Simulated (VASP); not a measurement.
# B (Fm-3m) in VASP: notebook

B is run at these levels: PBE; tasks: single point, relaxation of cell and atoms.

All numbers are computed with VASP 6.6.1; they aren't measurements. Logs are shortened: lines on timing, memory, paths and dates and some standing lists are left out, and cuts for length are marked.

## Step 1: The cell of the first run

It takes space group Fm-3m (No. 225, cubic). Conventional cell: a = 4.269 Å, b = 4.269 Å, c = 4.269 Å, α = 90.00°, β = 90.00°, γ = 90.00°. Within 2.5 Å of B (site symmetry -43m) lie 10 B at 1.85 to 2.13 Å. B (site symmetry m-3m) has 8 B at 1.85 Å within 2.5 Å.

The cell was built from a structure type or drawn by symmetry, and may not be a known phase.

## Step 2: Single point, PBE

Contents of INCAR:

```
PREC = Accurate ; ENCUT = 520
EDIFF = 1E-6 ; ISMEAR = 0
SIGMA = 0.1 ; LREAL = F
LASPH = T ; NELM = 60
ALGO = Normal ; ISIF = 2
LWAVE = F ; LCHARG = F
GGA = PE ; NBANDS = 12
```

Contents of KPOINTS:

```
Automatic mesh
0
Gamma
  6 6 6
```

Contents of POSCAR:

```
B
1.0
    0.0000000000      2.1344333851      2.1344333851
    2.1344333851      0.0000000000      2.1344333851
    2.1344333851      2.1344333851      0.0000000000
B
3
Direct
    0.2500000000      0.2500000000      0.2500000000
    0.7500000000      0.7500000000      0.7500000000
    0.0000000000      0.0000000000      0.0000000000
```

Potentials or basis: VASP PAW PBE potentials, release 64 (B).

Run with:

```console
$ cat potpaw_PBE.64/B/POTCAR > POTCAR
$ mpirun -np 1 vasp_std > vasp.out
```

OUTCAR:

```text
PREC = Accurate
   ENCUT = 520
   EDIFF = 1E-6
   ISMEAR = 0
   LREAL = F
   LASPH = T
   NELM = 60
   ISIF = 2
   GGA = PE

 ion  position               nearest neighbor table
   1  0.250  0.250  0.250-   3 1.85   3 1.85   3 1.85   3 1.85   2 2.13   2 2.13   2 2.13   2 2.13
                             2 2.13   2 2.13
   2  0.750  0.750  0.750-   3 1.85   3 1.85   3 1.85   3 1.85   1 2.13   1 2.13   1 2.13   1 2.13
                             1 2.13   1 2.13
   3  0.000  0.000  0.000-   1 1.85   2 1.85   2 1.85   2 1.85   2 1.85   1 1.85   1 1.85   1 1.85

  LATTYP: Found a face centered cubic cell.
 ALAT       =     4.2688667702

  Lattice vectors:

 A1 = (   0.0000000000,   2.1344333851,   2.1344333851)
 A2 = (   2.1344333851,   0.0000000000,   2.1344333851)
 A3 = (   2.1344333851,   2.1344333851,   0.0000000000)

Analysis of symmetry for initial positions (statically):
=====================================================================
 Subroutine PRICEL returns:
 Original cell was already a primitive cell.

 Routine SETGRP: Setting up the symmetry group for a
 face centered cubic supercell.

 Subroutine GETGRP returns: Found 48 space group operations
 (whereof 48 operations were pure point group operations)
 out of a pool of 48 trial point group operations.

The static configuration has the point symmetry O_h .

Analysis of symmetry for dynamics (positions and initial velocities):
=====================================================================
 Subroutine PRICEL returns:
 Original cell was already a primitive cell.

 Routine SETGRP: Setting up the symmetry group for a
 face centered cubic supercell.

 Subroutine GETGRP returns: Found 48 space group operations
 (whereof 48 operations were pure point group operations)
 out of a pool of 48 trial point group operations.

The dynamic configuration has the point symmetry O_h .

 Subroutine INISYM returns: Found 48 space group operations
 (whereof 48 operations are pure point group operations),
 and found     1 'primitive' translations

----------------------------------------------------------------------------------------

                                     Primitive cell

  volume of cell :      19.4481

  direct lattice vectors                    reciprocal lattice vectors
     0.000000000  2.134433385  2.134433385    -0.234254207  0.234254207  0.234254207
     2.134433385  0.000000000  2.134433385     0.234254207 -0.234254207  0.234254207
     2.134433385  2.134433385  0.000000000     0.234254207  0.234254207 -0.234254207

  length of vectors
     3.018544641  3.018544641  3.018544641     0.405740188  0.405740188  0.405740188

  position of ions in fractional coordinates (direct lattice)
     0.250000000  0.250000000  0.250000000
     0.750000000  0.750000000  0.750000000
     0.000000000  0.000000000  0.000000000

  ion indices of the primitive-cell ions
   primitive index   ion index
                 1           1
                 2           2
                 3           3

----------------------------------------------------------------------------------------

 KPOINTS: Automatic mesh

Automatic generation of k-mesh.
 Grid dimensions read from file:
 generate k-points for:    6    6    6

 Generating k-lattice:

  Cartesian coordinates                     Fractional coordinates (reciprocal lattice)
    -0.039042368  0.039042368  0.039042368     0.166666667  0.000000000  0.000000000
     0.039042368 -0.039042368  0.039042368     0.000000000  0.166666667  0.000000000
     0.039042368  0.039042368 -0.039042368     0.000000000  0.000000000  0.166666667

  Length of vectors
     0.067623365  0.067623365  0.067623365

  Shift w.r.t. Gamma in fractional coordinates (k-lattice)
     0.000000000  0.000000000  0.000000000

 Subroutine IBZKPT returns following result:
 ===========================================

 Found     16 irreducible k-points:

 Following reciprocal coordinates:
            Coordinates               Weight
  0.000000  0.000000  0.000000      1.000000
  0.166667  0.000000  0.000000      8.000000
  0.333333  0.000000  0.000000      8.000000
  0.500000  0.000000  0.000000      4.000000
  0.166667  0.166667  0.000000      6.000000
  0.333333  0.166667  0.000000     24.000000
[... 8 lines left out ...]
 -0.333333  0.333333  0.166667     24.000000
 -0.333333  0.500000  0.166667     12.000000
   k-points           NKPTS =     16   k-points in BZ     NKDIM =     16   number of bands    NBANDS=     12
   number of dos      NEDOS =    301   number of ions     NIONS =      3
   total plane-waves  NPLWV =  13824
   dimension x,y,z NGX =    24 NGY =   24 NGZ =   24
   dimension x,y,z NGXF=    48 NGYF=   48 NGZF=   48
   ions per type =               3
   NGX,Y,Z   is equivalent  to a cutoff of  13.22, 13.22, 13.22 a.u.
   NGXF,Y,Z  is equivalent  to a cutoff of  26.44, 26.44, 26.44 a.u.
 SYSTEM =  unknown system
   PREC   = accura    normal or accurate (medium, high low for compatibility)
   ISTART =      0    job   : 0-new  1-cont  2-samecut
   ICHARG =      2    charge: 1-file 2-atom 10-const
   ISPIN  =      1    spin polarized calculation?
   LNONCOLLINEAR =      F non collinear calculations
   LSORBIT =      F    spin-orbit coupling
   LASPH  =      T    aspherical Exc in radial PAW
   ENCUT  =  520.0 eV  38.22 Ry    6.18 a.u.   5.61  5.61  5.61*2*pi/ulx,y,z
   NELM   =     60;   NELMIN=  2; NELMDL= -5     # of ELM steps
   EDIFF  = 0.1E-05   stopping-criterion for ELM
   LREAL  =      F    real-space projection
   EDIFFG = 0.1E-04   stopping-criterion for IOM
   NSW    =      0    number of steps for IOM
   IBRION =     -1    ionic relax: 0-MD 1-quasi-New 2-CG
   NFREE  =      0    steps in history (QN), initial steepest desc. (CG)
   ISIF   =      2    stress and relaxation
   ISYM   =      2    0-nonsym 1-usesym 2-fastsym
   POTIM  = 0.5000    time-step for ionic-motion
   TEBEG  =    0.0;   TEEND  =   0.0 temperature during run
   PSTRESS=    0.0 pullay stress
   NELECT =       9.0000    total number of electrons
   NUPDOWN=      -1.0000    fix difference up-down
   EMIN   =  10.00;   EMAX   =-10.00  energy-range for DOS
   EFERMI =   0.00;   METHOD = LEGACY
   ISMEAR =     0;   SIGMA  =   0.10  broadening in eV -4-tet -1-fermi 0-gaus
   EFERMI_NEDOS =   21; number of points for ismear=-14 and -15
   IALGO  =     38    algorithm
   IMIX   =      4    mixing-type and parameters
     AMIX     =   0.40;   BMIX     =  1.00
     AMIX_MAG =   1.60;   BMIX_MAG =  1.00
  volume/ion in A,a.u.               =       6.48        43.75
  Fermi-wavevector in a.u.,A,eV,Ry     =   1.266280  2.392922 21.816465  1.603465
  Thomas-Fermi vector in A             =   2.399489
   LORBIT       =      0    0 simple, 1 ext, 2 COOP (PROOUT), +10 PAW based schemes
   GGA     = PE    functional components
   LHFCALC =     F    Hartree Fock is set to
   AEXX    =    0.0000 exact exchange contribution
   IVDW    =     0    specifies the selected vdW correction
   LEPSILON=     F    determine dielectric tensor
   LRPA    =     F    only Hartree local field effects (RPA)
 non-spin polarized calculation
 Gauss-broadening in eV      SIGMA  =   0.10
  energy-cutoff  :      520.00
  volume of cell :       19.45
 maximum number of plane-waves:       544
 NGX is ok and might be reduce to    24
   NGX = 11   NGY = 11   NGZ = 11

 number of electron       9.0000000 magnetization

 Free energy of the ion-electron system (eV)
  ---------------------------------------------------
  ext. energy  EPLUGINS =         0.00000000
  ---------------------------------------------------
  free energy    TOTEN  =       -17.90900748 eV

  energy without entropy =      -17.90671221  energy(sigma->0) =      -17.90785985

 E-fermi :   9.4740     XC(G=0): -12.3758

 val. band max:        9.4343853456   @ k =   0.5000   0.0000   0.0000
 cond. band min:       9.6290804142   @ k =  -0.1667   0.1667   0.0000
 fundamental gap:      0.1946950686
 Fermi energy:         9.4740076778

 k-point     1 :       0.0000    0.0000    0.0000
  band No.  band energies     occupation
      1      -8.9101      2.00000
      2       8.0029      2.00000
      3       8.0029      2.00000
      4       8.0029      2.00000
      5       9.0715      2.00000
      6       9.0715      2.00000
      7       9.0715      2.00000
      8      15.9140      0.00000
      9      17.3648      0.00000
     10      17.3648      0.00000
     11      17.3648      0.00000
     12      19.5398      0.00000

 k-point     2 :       0.1667    0.0000    0.0000
  band No.  band energies     occupation
      1      -8.3710      2.00000
      2       3.9659      2.00000
      3       6.7589      2.00000
      4       6.7589      2.00000
      5      10.2396      0.00000
      6      10.2396      0.00000
      7      11.5308      0.00000
      8      16.1984      0.00000
      9      16.6996      0.00000
     10      16.6996      0.00000
     11      17.7874      0.00000
     12      21.1196      0.00000

 k-point     3 :       0.3333    0.0000    0.0000
  band No.  band energies     occupation
      1      -6.7644      2.00000
      2      -0.4239      2.00000
      3       5.8314      2.00000
      4       5.8314      2.00000
      5       9.9568      0.00000
      6       9.9568      0.00000
      7      12.4805      0.00000
      8      15.6947      0.00000
      9      18.5691      0.00000
     10      18.5691      0.00000
     11      20.1422      0.00000
     12      23.8888      0.00000
[... 166 lines left out ...]
 k-point    15 :      -0.3333    0.3333    0.1667
  band No.  band energies     occupation
      1      -3.1121      2.00000
      2      -2.3241      2.00000
      3       0.9299      2.00000
      4       1.7851      2.00000
      5      11.1234      0.00000
      6      11.6666      0.00000
      7      16.6070      0.00000
      8      17.3553      0.00000
      9      17.5526      0.00000
     10      19.1785      0.00000
     11      22.8354      0.00000
     12      23.5762      0.00000

 k-point    16 :      -0.3333    0.5000    0.1667
  band No.  band energies     occupation
      1      -2.0978      2.00000
      2      -1.7740      2.00000
      3       0.0215      2.00000
      4       0.4104      2.00000
      5       9.6361      0.02186
      6      12.9484      0.00000
      7      14.8540      0.00000
      8      18.8166      0.00000
      9      18.9820      0.00000
     10      20.4176      0.00000
     11      22.8261      0.00000
     12      23.9408      0.00000

------------------------ aborting loop because EDIFF is reached ----------------------------------------

  FORCE on cell =-STRESS in cart. coord.  units (eV):
  Direction    XX          YY          ZZ          XY          YZ          ZX
  --------------------------------------------------------------------------------------
  -------------------------------------------------------------------------------------
  Total       -0.0410596     -0.0410596     -0.0410596     -0.0000000      0.0000000     -0.0000000
  in kB       -3.3825761     -3.3825761     -3.3825761     -0.0000000      0.0000000     -0.0000000
  external PRESSURE =      -3.3825761 kB  Pullay stress =       0.0000000 kB

 VOLUME and BASIS-vectors are now :
 -----------------------------------------------------------------------------
  energy-cutoff  :      520.00
  volume of cell :       19.45
      direct lattice vectors                 reciprocal lattice vectors
     0.000000000  2.134433385  2.134433385    -0.234254207  0.234254207  0.234254207
     2.134433385  0.000000000  2.134433385     0.234254207 -0.234254207  0.234254207
     2.134433385  2.134433385  0.000000000     0.234254207  0.234254207 -0.234254207

 POSITION                                       TOTAL-FORCE (eV/Angst)
 -----------------------------------------------------------------------------------
      1.06722      1.06722      1.06722        -0.000000     -0.000000     -0.000000
      3.20165      3.20165      3.20165         0.000000      0.000000      0.000000
      0.00000      0.00000      0.00000        -0.000000      0.000000     -0.000000
 -----------------------------------------------------------------------------------
    total drift:                                0.000000      0.000000     -0.000000

  FREE ENERGIE OF THE ION-ELECTRON SYSTEM (eV)
  ---------------------------------------------------
  free  energy   TOTEN  =       -17.9090074823 eV

  energy  without entropy=      -17.9067122146  energy(sigma->0) =      -17.90785985
```

It took 7.3 s on 1 thread of Intel Xeon 8259CL, shared host; peak memory 0.12 GiB.

What came out:

```
Free energy            : -17.9090 eV
Pressure               : -0.3 GPa
Band gap on the k mesh : zero (an odd number of electrons rules out a gap without spin polarisation)
```

Caveat: the k points lie up to 0.42 Å⁻¹ apart, too coarse for converged energies and pressures of a metal.

## Step 3: Single point, PBE

This run uses another cell than the first one, of 8.57 Å³/atom.

Contents of INCAR:

```
SYSTEM = B
PREC = Accurate
ENCUT = 520
EDIFF = 1E-7
ISMEAR = 0
SIGMA = 0.1
LREAL = .FALSE.
LASPH = .TRUE.
NELM = 100
ALGO = Normal
ISIF = 2
LWAVE = .FALSE.
LCHARG = .FALSE.
GGA = PE
NBANDS = 12
```

Contents of KPOINTS:

```
regular mesh
0
G
  6 6 6
  0 0 0
```

Contents of POSCAR:

```
B
1.0
    0.0000000000      2.3425283600      2.3425283600
    2.3425283600      0.0000000000      2.3425283600
    2.3425283600      2.3425283600      0.0000000000
B
3
Direct
    0.2500000000      0.2500000000      0.2500000000
    0.7500000000      0.7500000000      0.7500000000
    0.0000000000      0.0000000000      0.0000000000
```

Potentials or basis: VASP PAW PBE potentials, release 64 (B).

Run with:

```console
$ cat potpaw_PBE.64/B/POTCAR > POTCAR
$ mpirun -np 1 vasp_std > vasp.out
```

Run time: 11 s. Hardware: 1 thread of Intel Xeon 8259CL, shared host; peak memory 0.14 GiB.

It converged, with:

```
Free energy            : -16.9281 eV
Pressure               : -40.8 GPa
Band gap on the k mesh : zero (an odd number of electrons rules out a gap without spin polarisation)
```

Levels at points of the mesh, in eV from the Fermi level:
```
           k point  band 1  band 2  band 3  band 4  band 5  band 6  band 7  band 8  band 9
(0.00, 0.00, 0.00)  -15.12   -0.61   -0.61   -0.61    0.19    0.19    0.19    3.38    7.02
(0.50, 0.00, 0.00)  -11.47  -10.47   -2.61   -2.61    0.68    0.68    1.58    4.69    9.71
(0.50, 0.50, 0.00)   -9.75   -9.67   -5.69   -5.69   -2.91    1.19    7.47    7.47    9.38
```

Caveat: the k points lie up to 0.39 Å⁻¹ apart, too coarse for converged energies and pressures of a metal.

## Step 4: Relaxation of cell and atoms, PBE

This run uses another cell than the first one, of 8.57 Å³/atom.

Contents of INCAR:

```
SYSTEM = B
  ALGO = Normal
  EDIFF = 1E-6
  EDIFFG = -0.04
  ENCUT = 600
  GGA = PE
  IBRION = 2
  ISIF = 3
  ISMEAR = 0
  LASPH = .TRUE.
  LCHARG = .FALSE.
  LREAL = .FALSE.
  LWAVE = .FALSE.
  NELM = 80
  NSW = 90
  PREC = Accurate
  SIGMA = 0.1
```

Contents of KPOINTS:

```
k-points
0
G
  6 6 6
  0 0 0
```

POSCAR is that of step 3.

Run with:

```console
$ cat potpaw_PBE.64/B/POTCAR > POTCAR
$ mpirun -np 1 vasp_std > vasp.out
```

Wall time 21 s (1 thread of Intel Xeon 8259CL, shared host); peak memory 0.14 GiB.

It converged, with:

```
Free energy                           : -17.9154 eV
Relaxed volume                        : 6.48 Å³/atom
Relaxed cell                          : a = 3.018 Å, b = 3.018 Å, c = 3.018 Å, α = 60.00°, β = 60.00°, γ = 60.00°
Space group after relaxing (to 0.1 Å) : Fm-3m (No. 225)
Energy gained by relaxing             : 328.5 meV/atom
Ionic steps                           : 3
Pressure after relaxing               : -0.1 GPa
Band gap on the k mesh                : zero (an odd number of electrons rules out a gap without spin polarisation)
```

The path:
| step | energy change (eV) | largest force (eV/Å) | pressure (GPa) | volume (Å³) |
| --- | --- | --- | --- | --- |
| 1 | 0.0000 | 0.0000 | -40.84 | 25.71 |
| 2 | -0.9400 | 0.0000 | 14.93 | 18.41 |
| 3 | -0.9854 | 0.0000 | -0.11 | 19.43 |

Final structure:
```cif
data_structure
_symmetry_space_group_name_H-M 'P 1'
_symmetry_Int_Tables_number 1
_cell_length_a 3.0177
_cell_length_b 3.0177
_cell_length_c 3.0177
_cell_angle_alpha 60.000
_cell_angle_beta 60.000
_cell_angle_gamma 60.000
_cell_volume 19.43
loop_
_atom_site_label
_atom_site_type_symbol
_atom_site_fract_x
_atom_site_fract_y
_atom_site_fract_z
_atom_site_occupancy
B1 B 0.25000 0.25000 0.25000 1
B2 B 0.75000 0.75000 0.75000 1
B3 B 0.00000 0.00000 0.00000 1
```

Levels at points of the mesh, in eV from the Fermi level:
```
           k point  band 3  band 4  band 5  band 6  band 7  band 8
(0.00, 0.00, 0.00)   -1.47   -1.47   -0.40   -0.40   -0.40    6.45
(0.50, 0.00, 0.00)   -3.91   -3.91   -0.04   -0.04    3.23    6.00
(0.50, 0.50, 0.00)   -7.80   -7.80   -2.73    0.69    9.03    9.03
```

Caveat: the k points lie up to 0.43 Å⁻¹ apart in the final cell, too coarse for converged energies and pressures of a metal; the volume moved by over 15 % at a fixed basis, so the end points are rough.

## Step 5: Overview

```tsv
task	cell	cutoff (eV)	gap on the mesh (eV)	pressure (GPa)
single point	a = 3.019 Å, angles 60.0°, 3 atoms	520	none	-0.3
single point	a = 3.313 Å, angles 60.0°, 3 atoms	520	none	-40.8
relaxation of cell and atoms	relaxed from a = 3.313 Å, angles 60.0°, 3 atoms	600	none	-0.1
```

Alike in all rows: level PBE; potentials or basis VASP PAW PBE potentials, release 64 (B); no spin polarisation; k mesh 6 × 6 × 6; smearing gaussian 0.1 eV.

Caveats: all runs use coarse meshes; the volume moved by over 15 % at a fixed basis, so the end points are rough (at least some runs).

Absolute energies hang on the potentials; compare differences alone.
